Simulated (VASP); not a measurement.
Here is a VASP 6.6.1 calculation.

The input POSCAR:

```
KCl
1.0
    3.8081457693      0.0000000000      0.0000000000
    0.0000000000      3.8081457693      0.0000000000
    0.0000000000      0.0000000000      3.8081457693
K Cl
1 1
Direct
    0.0000000000      0.0000000000      0.0000000000
    0.5000000000      0.5000000000      0.5000000000
```

Contents of INCAR.step1:

```
PREC = Accurate
ENCUT = 520
ISMEAR = 0
SIGMA = 0.01
LREAL = False
LASPH = True
NELM = 80
NBANDS = 15
GGA = PE
ALGO = Normal
EDIFF = 1E-4
LWAVE = True
LCHARG = False
```

INCAR.step2

```
PREC = Accurate
ENCUT = 520
EDIFF = 1E-6
ISMEAR = 0
SIGMA = 0.01
LREAL = False
LASPH = True
NELM = 80
ALGO = Normal
ISIF = 2
LWAVE = False
LCHARG = False
METAGGA = R2SCAN
LMIXTAU = True
NBANDS = 15
ISTART = 1
```

Contents of KPOINTS:

```
regular mesh
0
Gamma
  6 6 6
```

Potentials or basis: VASP PAW PBE potentials, release 64 (K_sv, Cl).

Command:

```console
$ cat potpaw_PBE.64/K_sv/POTCAR potpaw_PBE.64/Cl/POTCAR > POTCAR
$ cp INCAR.step1 INCAR
$ mpirun -np 1 vasp_std > vasp.out
$ cp INCAR.step2 INCAR
$ mpirun -np 1 vasp_std > vasp.out
```

(1) Predict the pressure.

(2) Estimate the band gap on the k mesh.

Results:

(1) -0.7 GPa.

(2) 5.67 eV, indirect (least direct gap 5.88 eV).

Caveat: the PAW data sets were made with another functional, which shifts forces and pressure a little.
